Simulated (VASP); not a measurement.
# GaP: relaxation of cell and atoms with PBE

The system is GaP.

```
Ga P
1.0
     0.00000    2.75304    2.75304
     2.75304    0.00000    2.75304
     2.75304    2.75304    0.00000
Ga P
1 1
Cartesian
  0.0000 0.0000 0.0000
  4.1296 4.1296 4.1296
```

| Quantity | Value |
| --- | --- |
| Program | VASP 6.6.1 |
| Task | relaxation of cell and atoms |
| Functional | PBE |
| Potentials or basis | VASP PAW PBE potentials, release 64 (Ga_d, P) |
| Cutoff | 600 eV |
| k mesh | 8 × 8 × 8 |
| Occupations | gaussian, width 0.01 eV |
| Spin | no spin polarisation |
| Target pressure | 25 GPa |
| Dipole correction | no |
| Further INCAR settings | ALGO = Normal; EDIFF = 1e-06; IBRION = 2; EDIFFG = -0.001; NSW = 80; ISIF = 3 |

- Relaxed volume: 16.96 Å³/atom
- Relaxed cell: a = 3.634 Å, b = 3.634 Å, c = 3.634 Å, α = 60.00°, β = 60.00°, γ = 60.00°
- Space group after relaxing (to 0.1 Å): F-43m (No. 216)
- Energy change on relaxing (the run minimises the enthalpy): +252.3 meV/atom
- Ionic steps: 10
- Pressure after relaxing: 25.0 GPa
- Band gap on the k mesh: 1.22 eV (least direct gap 3.34 eV)

Step by step:
| step | energy change (eV) | largest force (eV/Å) | pressure (GPa) | volume (Å³) |
| --- | --- | --- | --- | --- |
| 1 | 0.0000 | 0.0000 | -0.07 | 41.73 |
| 2 | 3.9554 | 0.0000 | 118.15 | 24.95 |
| 3 | 0.4169 | 0.0000 | 21.78 | 34.52 |
| 4 | 0.4868 | 0.0000 | 24.39 | 34.04 |
| 5 | 0.5089 | 0.0000 | 25.14 | 33.90 |
| 6 | 0.4986 | 0.0000 | 24.75 | 33.96 |
| 7 | 0.5057 | 0.0000 | 25.07 | 33.92 |
| 8 | 0.5041 | 0.0000 | 24.92 | 33.93 |
| 9 | 0.5050 | 0.0000 | 25.06 | 33.92 |
| 10 | 0.5045 | 0.0000 | 25.00 | 33.92 |

Final structure:
```
Ga P
1.0
     0.00000    2.56934    2.56934
     2.56934    0.00000    2.56934
     2.56934    2.56934    0.00000
Ga P
1 1
Direct
  0.00000 0.00000 0.00000
  0.75000 0.75000 0.75000
```

Levels at points of the mesh, in eV from the valence-band top:
| k point | band 7 | band 8 | band 9 | band 10 | band 11 | band 12 |
| --- | --- | --- | --- | --- | --- | --- |
| (0.00, 0.00, 0.00) | 0.00 | 0.00 | 0.00 | 3.34 | 3.78 | 3.78 |
| (0.50, 0.00, 0.00) | -7.78 | -1.41 | -1.41 | 2.21 | 4.60 | 4.60 |
| (0.50, 0.50, 0.00) | -7.68 | -3.37 | -3.37 | 1.22 | 1.55 | 11.90 |

Run time: 73 s on 1 thread of AMD EPYC 9R45 96-Core Processor (Zen 5), on a shared host, peak memory 0.17 GiB.

Caveat: the cell is relaxed towards a set pressure, so the run minimises the enthalpy, not the energy; the volume moved by over 15 % at a fixed basis, so the end points are rough. A k mesh can miss the band edges.
